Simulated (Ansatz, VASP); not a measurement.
**In in VASP and in Ansatz**

File INCAR:

```
ALGO = Normal
EDIFF = 1E-6
ENCUT = 520
GGA = PS
ISIF = 2
ISMEAR = -1
LASPH = True
LCHARG = False
LREAL = False
LWAVE = False
NBANDS = 12
NELM = 60
PREC = Accurate
SIGMA = 0.1
```

KPOINTS

```
k-points
0
Gamma
  16 16 16
```

File POSCAR:

```
In
1.0
   -1.8308266263      1.8308266263      1.8308266263
    1.8308266263     -1.8308266263      1.8308266263
    1.8308266263      1.8308266263     -1.8308266263
In
1
Direct
    0.0000000000      0.0000000000      0.0000000000
```

Input for Ansatz:

```yaml
crystal:
  lattice:
    - [-1.8308266263, 1.8308266263, 1.8308266263]
    - [1.8308266263, -1.8308266263, 1.8308266263]
    - [1.8308266263, 1.8308266263, -1.8308266263]
  atoms:
    - { symbol: In, position: [0.0, 0.0, 0.0] }
kpoints:
  mp_grid: { grid: [16, 16, 16] }
scf:
  occupations: { method: fermi_dirac, width: 0.1 }
hamiltonian:
  xc: pbesol
  pseudopotentials: { kind: paw }
output:
  forces: true
  stress: true
  eigenvalues: true
  populations: true
```

Change from the starting cell: volume scaled by 0.95, PAW files.

Alike in both runs: task single point; functional PBEsol; k mesh 16 × 16 × 16; occupations fermi-dirac, width 0.1 eV; no spin polarisation.

|  | VASP | Ansatz |
| --- | --- | --- |
| version | VASP 6.6.1 | Ansatz 0.2.0 |
| potentials or method | VASP PAW PBE potentials, release 64 (In_d) | PAW with Ansatz's default frozen-core files, scalar-relativistic |
| plane-wave cutoff (eV) | 520 | 420 |
| valence electrons in the cell | 13 | 13 |

|  | VASP | Ansatz | Ansatz less VASP |
| --- | --- | --- | --- |
| pressure (GPa) | 2.6 | 2.6 | +0.01 |

VASP's potentials were made for PBE, not for PBEsol. The functional is the same, so the differences come from potentials, cutoffs and numerics.
